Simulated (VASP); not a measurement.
# BiS (Pm-3m) in VASP: a series of runs

Aim: see how the results for BiS move with the level of theory and the settings. Levels: LDA, PBE. Tasks: single point.

All numbers are computed with VASP 6.6.1; they aren't measurements. Logs are shortened: lines on timing, memory, paths and dates and some standing lists are left out, and cuts for length are marked.

## (1) The cell of the first run

It takes space group Pm-3m (No. 221, cubic). The conventional cell has a = 3.580 Å, b = 3.580 Å, c = 3.580 Å, α = 90.00°, β = 90.00°, γ = 90.00°. Bi (site symmetry m-3m) has 8 S at 3.10 Å and 6 Bi at 3.58 Å within 4.1 Å. S (site symmetry m-3m) has 8 Bi at 3.10 Å and 6 S at 3.58 Å within 4.1 Å.

## (2) Single point, LDA

The input, INCAR:

```
SYSTEM = BiS
PREC = Accurate
ENCUT = 520
EDIFF = 1E-7
ISMEAR = 0
SIGMA = 0.05
LREAL = .FALSE.
LASPH = .TRUE.
NELM = 60
ALGO = Normal
ISIF = 2
LWAVE = .FALSE.
LCHARG = .FALSE.
GGA = CA
NBANDS = 18
```

The input, KPOINTS:

```
Automatic mesh
0
G
  10 10 10
  0 0 0
```

The input, POSCAR:

```
BiS
1.0
    3.5798271504      0.0000000000      0.0000000000
    0.0000000000      3.5798271504      0.0000000000
    0.0000000000      0.0000000000      3.5798271504
Bi S
1 1
Direct
    0.0000000000      0.0000000000      0.0000000000
    0.5000000000      0.5000000000      0.5000000000
```

Potentials or basis: VASP PAW LDA potentials, release 64 (Bi_d, S).

On the command line:

```console
$ cat potpaw_LDA.64/Bi_d/POTCAR potpaw_LDA.64/S/POTCAR > POTCAR
$ mpirun -np 1 vasp_std > vasp.out
```

OUTCAR:

```text
SYSTEM = BiS
   PREC = Accurate
   ENCUT = 520
   EDIFF = 1E-7
   ISMEAR = 0
   LREAL = .FALSE.
   LASPH = .TRUE.
   NELM = 60
   ISIF = 2
   GGA = CA

 ion  position               nearest neighbor table
   1  0.000  0.000  0.000-   2 3.10   2 3.10   2 3.10   2 3.10   2 3.10   2 3.10   2 3.10   2 3.10

   2  0.500  0.500  0.500-   1 3.10   1 3.10   1 3.10   1 3.10   1 3.10   1 3.10   1 3.10   1 3.10

  LATTYP: Found a simple cubic cell.
 ALAT       =     3.5798271504

  Lattice vectors:

 A1 = (   3.5798271504,   0.0000000000,   0.0000000000)
 A2 = (   0.0000000000,   3.5798271504,   0.0000000000)
 A3 = (   0.0000000000,   0.0000000000,   3.5798271504)

Analysis of symmetry for initial positions (statically):
=====================================================================
 Subroutine PRICEL returns:
 Original cell was already a primitive cell.

 Routine SETGRP: Setting up the symmetry group for a
 simple cubic supercell.

 Subroutine GETGRP returns: Found 48 space group operations
 (whereof 48 operations were pure point group operations)
 out of a pool of 48 trial point group operations.

The static configuration has the point symmetry O_h .

Analysis of symmetry for dynamics (positions and initial velocities):
=====================================================================
 Subroutine PRICEL returns:
 Original cell was already a primitive cell.

 Routine SETGRP: Setting up the symmetry group for a
 simple cubic supercell.

 Subroutine GETGRP returns: Found 48 space group operations
 (whereof 48 operations were pure point group operations)
 out of a pool of 48 trial point group operations.

The dynamic configuration has the point symmetry O_h .

 Subroutine INISYM returns: Found 48 space group operations
 (whereof 48 operations are pure point group operations),
 and found     1 'primitive' translations

----------------------------------------------------------------------------------------

                                     Primitive cell

  volume of cell :      45.8761

  direct lattice vectors                    reciprocal lattice vectors
     3.579827150  0.000000000  0.000000000     0.279343096  0.000000000  0.000000000
     0.000000000  3.579827150  0.000000000     0.000000000  0.279343096  0.000000000
     0.000000000  0.000000000  3.579827150     0.000000000  0.000000000  0.279343096

  length of vectors
     3.579827150  3.579827150  3.579827150     0.279343096  0.279343096  0.279343096

  position of ions in fractional coordinates (direct lattice)
     0.000000000  0.000000000  0.000000000
     0.500000000  0.500000000  0.500000000

  ion indices of the primitive-cell ions
   primitive index   ion index
                 1           1
                 2           2

----------------------------------------------------------------------------------------

 KPOINTS: Automatic mesh

Automatic generation of k-mesh.
 Grid dimensions read from file:
 generate k-points for:   10   10   10

 Generating k-lattice:

  Cartesian coordinates                     Fractional coordinates (reciprocal lattice)
     0.027934310  0.000000000  0.000000000     0.100000000  0.000000000  0.000000000
     0.000000000  0.027934310  0.000000000     0.000000000  0.100000000  0.000000000
     0.000000000  0.000000000  0.027934310     0.000000000  0.000000000  0.100000000

  Length of vectors
     0.027934310  0.027934310  0.027934310

  Shift w.r.t. Gamma in fractional coordinates (k-lattice)
     0.000000000  0.000000000  0.000000000

 Subroutine IBZKPT returns following result:
 ===========================================

 Found     56 irreducible k-points:

 Following reciprocal coordinates:
            Coordinates               Weight
  0.000000  0.000000  0.000000      1.000000
  0.100000  0.000000  0.000000      6.000000
  0.200000  0.000000  0.000000      6.000000
  0.300000  0.000000  0.000000      6.000000
  0.400000  0.000000  0.000000      6.000000
  0.500000  0.000000  0.000000      3.000000
[... 16 lines left out ...]
  0.200000  0.100000  0.100000     24.000000
  0.300000  0.100000  0.100000     24.000000
 [... further k-points ...]
   k-points           NKPTS =     56   k-points in BZ     NKDIM =     56   number of bands    NBANDS=     18
   number of dos      NEDOS =    301   number of ions     NIONS =      2
   total plane-waves  NPLWV =  21952
   dimension x,y,z NGX =    28 NGY =   28 NGZ =   28
   dimension x,y,z NGXF=    56 NGYF=   56 NGZF=   56
   ions per type =               1   1
   NGX,Y,Z   is equivalent  to a cutoff of  13.00, 13.00, 13.00 a.u.
   NGXF,Y,Z  is equivalent  to a cutoff of  26.01, 26.01, 26.01 a.u.
 SYSTEM =  BiS
   PREC   = accura    normal or accurate (medium, high low for compatibility)
   ISTART =      0    job   : 0-new  1-cont  2-samecut
   ICHARG =      2    charge: 1-file 2-atom 10-const
   ISPIN  =      1    spin polarized calculation?
   LNONCOLLINEAR =      F non collinear calculations
   LSORBIT =      F    spin-orbit coupling
   LASPH  =      T    aspherical Exc in radial PAW
   ENCUT  =  520.0 eV  38.22 Ry    6.18 a.u.   6.66  6.66  6.66*2*pi/ulx,y,z
   NELM   =     60;   NELMIN=  2; NELMDL= -5     # of ELM steps
   EDIFF  = 0.1E-06   stopping-criterion for ELM
   LREAL  =      F    real-space projection
   EDIFFG = 0.1E-05   stopping-criterion for IOM
   NSW    =      0    number of steps for IOM
   IBRION =     -1    ionic relax: 0-MD 1-quasi-New 2-CG
   NFREE  =      0    steps in history (QN), initial steepest desc. (CG)
   ISIF   =      2    stress and relaxation
   ISYM   =      2    0-nonsym 1-usesym 2-fastsym
   POTIM  = 0.5000    time-step for ionic-motion
   TEBEG  =    0.0;   TEEND  =   0.0 temperature during run
   PSTRESS=    0.0 pullay stress
   NELECT =      21.0000    total number of electrons
   NUPDOWN=      -1.0000    fix difference up-down
   EMIN   =  10.00;   EMAX   =-10.00  energy-range for DOS
   EFERMI =   0.00;   METHOD = LEGACY
   ISMEAR =     0;   SIGMA  =   0.05  broadening in eV -4-tet -1-fermi 0-gaus
   EFERMI_NEDOS =   21; number of points for ismear=-14 and -15
   IALGO  =     38    algorithm
   IMIX   =      4    mixing-type and parameters
     AMIX     =   0.40;   BMIX     =  1.00
     AMIX_MAG =   1.60;   BMIX_MAG =  1.00
  volume/ion in A,a.u.               =      22.94       154.79
  Fermi-wavevector in a.u.,A,eV,Ry     =   1.261690  2.384248 21.658580  1.591861
  Thomas-Fermi vector in A             =   2.395136
   LORBIT       =      0    0 simple, 1 ext, 2 COOP (PROOUT), +10 PAW based schemes
   GGA     = CA    functional components
   LHFCALC =     F    Hartree Fock is set to
   AEXX    =    0.0000 exact exchange contribution
   IVDW    =     0    specifies the selected vdW correction
   LEPSILON=     F    determine dielectric tensor
   LRPA    =     F    only Hartree local field effects (RPA)
 non-spin polarized calculation
 Gauss-broadening in eV      SIGMA  =   0.05
  energy-cutoff  :      520.00
  volume of cell :       45.88
 maximum number of plane-waves:      1261
 NGX is ok and might be reduce to    28
   NGX = 13   NGY = 13   NGZ = 13

 number of electron      20.9999997 magnetization

 Free energy of the ion-electron system (eV)
  ---------------------------------------------------
  ext. energy  EPLUGINS =         0.00000000
  ---------------------------------------------------
  free energy    TOTEN  =        -9.37740582 eV

  energy without entropy =       -9.37646867  energy(sigma->0) =       -9.37693725

 E-fermi :   8.1651     XC(G=0): -10.9203

 val. band max:        8.1606629452   @ k =   0.5000   0.1000   0.1000
 cond. band min:       8.2243298040   @ k =   0.5000   0.4000   0.3000
 fundamental gap:      0.0636668588
 Fermi energy:         8.1651315349

 k-point     1 :       0.0000    0.0000    0.0000
  band No.  band energies     occupation
      1     -15.4929      2.00000
      2     -15.4929      2.00000
      3     -15.3567      2.00000
      4     -15.3567      2.00000
      5     -15.3567      2.00000
      6      -7.1209      2.00000
[... 10 lines left out ...]
     17      19.6656      0.00000
     18      19.6656      0.00000

 k-point     2 :       0.1000    0.0000    0.0000
  band No.  band energies     occupation
      1     -15.4924      2.00000
      2     -15.4824      2.00000
      3     -15.3601      2.00000
      4     -15.3601      2.00000
      5     -15.3563      2.00000
      6      -7.0177      2.00000
[... 10 lines left out ...]
     17      19.4157      0.00000
     18      19.6756      0.00000

 k-point     3 :       0.2000    0.0000    0.0000
  band No.  band energies     occupation
      1     -15.4911      2.00000
      2     -15.4547      2.00000
      3     -15.3689      2.00000
      4     -15.3689      2.00000
      5     -15.3555      2.00000
      6      -6.7116      2.00000
[... 10 lines left out ...]
     17      19.3068      0.00000
     18      19.3071      0.00000

 k-point     4 :       0.3000    0.0000    0.0000
  band No.  band energies     occupation
      1     -15.4895      2.00000
      2     -15.4204      2.00000
      3     -15.3797      2.00000
      4     -15.3797      2.00000
      5     -15.3545      2.00000
      6      -6.2166      2.00000
[... 375 lines left out ...]
      4     -15.3630      2.00000
      5     -15.3630      2.00000
      6      -6.8132      2.00000
[... 10 lines left out ...]
     17      18.5977      0.00000
     18      19.5329      0.00000

 k-point    23 :       0.2000    0.1000    0.1000
  band No.  band energies     occupation
      1     -15.4751      2.00000
      2     -15.4484      2.00000
      3     -15.3729      2.00000
      4     -15.3720      2.00000
      5     -15.3623      2.00000
      6      -6.5115      2.00000
[... 10 lines left out ...]
     17      18.3845      0.00000
     18      19.8739      0.00000

 k-point    24 :       0.3000    0.1000    0.1000
  band No.  band energies     occupation
      1     -15.4735      2.00000
      2     -15.4139      2.00000
      3     -15.3843      2.00000
      4     -15.3831      2.00000
      5     -15.3611      2.00000
      6      -6.0265      2.00000
[... 10 lines left out ...]
     17      17.7727      0.00000
     18      19.8375      0.00000

 [... further k-points ...]
[... 5 lines left out ...]
  --------------------------------------------------------------------------------------
  -------------------------------------------------------------------------------------
  Total       -1.4911788     -1.4911788     -1.4911788      0.0000000      0.0000000      0.0000000
  in kB      -52.0779791    -52.0779791    -52.0779791      0.0000000      0.0000000      0.0000000
  external PRESSURE =     -52.0779791 kB  Pullay stress =       0.0000000 kB

 VOLUME and BASIS-vectors are now :
 -----------------------------------------------------------------------------
  energy-cutoff  :      520.00
  volume of cell :       45.88
      direct lattice vectors                 reciprocal lattice vectors
     3.579827150  0.000000000  0.000000000     0.279343096  0.000000000  0.000000000
     0.000000000  3.579827150  0.000000000     0.000000000  0.279343096  0.000000000
     0.000000000  0.000000000  3.579827150     0.000000000  0.000000000  0.279343096

 POSITION                                       TOTAL-FORCE (eV/Angst)
 -----------------------------------------------------------------------------------
      0.00000      0.00000      0.00000         0.000000      0.000000      0.000000
      1.78991      1.78991      1.78991         0.000000      0.000000      0.000000
 -----------------------------------------------------------------------------------
    total drift:                               -0.000000      0.000000      0.000000

  FREE ENERGIE OF THE ION-ELECTRON SYSTEM (eV)
  ---------------------------------------------------
  free  energy   TOTEN  =        -9.3774058215 eV

  energy  without entropy=       -9.3764686710  energy(sigma->0) =       -9.37693725
```

It took 28 s on 1 thread of Intel Xeon Platinum 8375C at 2.90GHz (Ice Lake), shared host; peak memory 0.17 GiB.

Results:

- Free energy: -9.3774 eV
- Pressure: -5.2 GPa

Caveat: spin-orbit coupling is left out, which moves the levels of the heavy elements.

## (3) Single point, PBE

The input, INCAR:

```
  PREC = Accurate
  ENCUT = 520
  EDIFF = 1E-6
  ISMEAR = 0
  SIGMA = 0.05
  LREAL = F
  LASPH = T
  NELM = 80
  ALGO = Normal
  ISIF = 2
  LWAVE = F
  LCHARG = F
  GGA = PE
  NBANDS = 18
```

The input, KPOINTS:

```
Automatic mesh
0
Gamma
  10 10 10
```

The input, POSCAR:

```
BiS
1.0
    3.5820819671      0.0000000000      0.0000000000
    0.0000000000      3.5820819671      0.0000000000
    0.0000000000      0.0000000000      3.5820819671
Bi S
1 1
Direct
    0.0000000000      0.0000000000      0.0000000000
    0.5000000000      0.5000000000      0.5000000000
```

Potentials or basis: VASP PAW PBE potentials, release 64 (Bi_d, S).

On the command line:

```console
$ cat potpaw_PBE.64/Bi_d/POTCAR potpaw_PBE.64/S/POTCAR > POTCAR
$ mpirun -np 1 vasp_std > vasp.out
```

OUTCAR:

```text
PREC = Accurate
   ENCUT = 520
   EDIFF = 1E-6
   ISMEAR = 0
   LREAL = F
   LASPH = T
   NELM = 80
   ISIF = 2
   GGA = PE

 ion  position               nearest neighbor table
   1  0.000  0.000  0.000-   2 3.10   2 3.10   2 3.10   2 3.10   2 3.10   2 3.10   2 3.10   2 3.10

   2  0.500  0.500  0.500-   1 3.10   1 3.10   1 3.10   1 3.10   1 3.10   1 3.10   1 3.10   1 3.10

  LATTYP: Found a simple cubic cell.
 ALAT       =     3.5820819671

  Lattice vectors:

[... 191 lines left out ...]
      4     -15.2655      2.00000
      5     -15.2655      2.00000
      6      -6.9521      2.00000
[... 481 lines left out ...]
      5     -15.2698      2.00000
      6      -5.8747      2.00000
[... 10 lines left out ...]
     17      17.9847      0.00000
     18      19.9877      0.00000

 [... further k-points ...]
[... 5 lines left out ...]
  --------------------------------------------------------------------------------------
  -------------------------------------------------------------------------------------
  Total       -0.0630600     -0.0630600     -0.0630600      0.0000000     -0.0000000     -0.0000000
  in kB       -2.1981518     -2.1981518     -2.1981518      0.0000000     -0.0000000     -0.0000000
  external PRESSURE =      -2.1981518 kB  Pullay stress =       0.0000000 kB

 VOLUME and BASIS-vectors are now :
 -----------------------------------------------------------------------------
  energy-cutoff  :      520.00
  volume of cell :       45.96
      direct lattice vectors                 reciprocal lattice vectors
     3.582081967  0.000000000  0.000000000     0.279167258  0.000000000  0.000000000
     0.000000000  3.582081967  0.000000000     0.000000000  0.279167258  0.000000000
     0.000000000  0.000000000  3.582081967     0.000000000  0.000000000  0.279167258

 POSITION                                       TOTAL-FORCE (eV/Angst)
 -----------------------------------------------------------------------------------
      0.00000      0.00000      0.00000         0.000000      0.000000      0.000000
      1.79104      1.79104      1.79104         0.000000      0.000000      0.000000
 -----------------------------------------------------------------------------------
    total drift:                               -0.000000      0.000000      0.000000

  FREE ENERGIE OF THE ION-ELECTRON SYSTEM (eV)
  ---------------------------------------------------
  free  energy   TOTEN  =        -7.9621368428 eV

  energy  without entropy=       -7.9613052451  energy(sigma->0) =       -7.96172104
```

OSZICAR:

```text
N       E                     dE             d eps       ncg     rms          rms(c)
DAV:   1     0.172581546282E+03    0.17258E+03   -0.10390E+04  2042   0.128E+03
DAV:   2     0.470468974005E+01   -0.16788E+03   -0.16293E+03  2152   0.345E+02
DAV:   3    -0.808381882325E+01   -0.12789E+02   -0.12610E+02  2520   0.955E+01
DAV:   4    -0.840361253130E+01   -0.31979E+00   -0.31884E+00  2490   0.155E+01
DAV:   5    -0.841445471460E+01   -0.10842E-01   -0.10841E-01  2880   0.278E+00    0.558E+00
DAV:   6    -0.796395416196E+01    0.45050E+00   -0.14269E+00  2824   0.631E+00    0.356E+00
DAV:   7    -0.796512204176E+01   -0.11679E-02   -0.11593E-01  2312   0.167E+00    0.182E+00
DAV:   8    -0.796256057802E+01    0.25615E-02   -0.13984E-02  2256   0.848E-01    0.134E-01
DAV:   9    -0.796209349720E+01    0.46708E-03   -0.26871E-03  2858   0.269E-01    0.980E-02
DAV:  10    -0.796214294368E+01   -0.49446E-04   -0.21620E-04  2250   0.780E-02    0.633E-02
DAV:  11    -0.796213700429E+01    0.59394E-05   -0.28048E-05  2464   0.398E-02    0.124E-02
DAV:  12    -0.796213684279E+01    0.16150E-06   -0.63852E-07  1772   0.493E-03
   1 F= -.79621368E+01 E0= -.79617210E+01  d E =-.831598E-03
```

stdout:

```text
POSCAR found type information on POSCAR BiS
 POSCAR found :  2 types and       2 ions
 scaLAPACK will be used
 LDA part: xc-table for (Slater+PW92), standard interpolation
 POSCAR, INCAR and KPOINTS ok, starting setup
 FFT: planning ... GRIDC
 FFT: planning ... GRID_SOFT
 FFT: planning ... GRID
 WAVECAR not read
 entering main loop
```

Run time: 24 s. Hardware: 1 thread of Intel Xeon Platinum 8375C at 2.90GHz (Ice Lake), shared host; peak memory 0.18 GiB.

Results:

| Item | Value |
| --- | --- |
| Free energy | -7.9621 eV |
| Pressure | -0.2 GPa |

Caveat: spin-orbit coupling is left out, which moves the levels of the heavy elements.
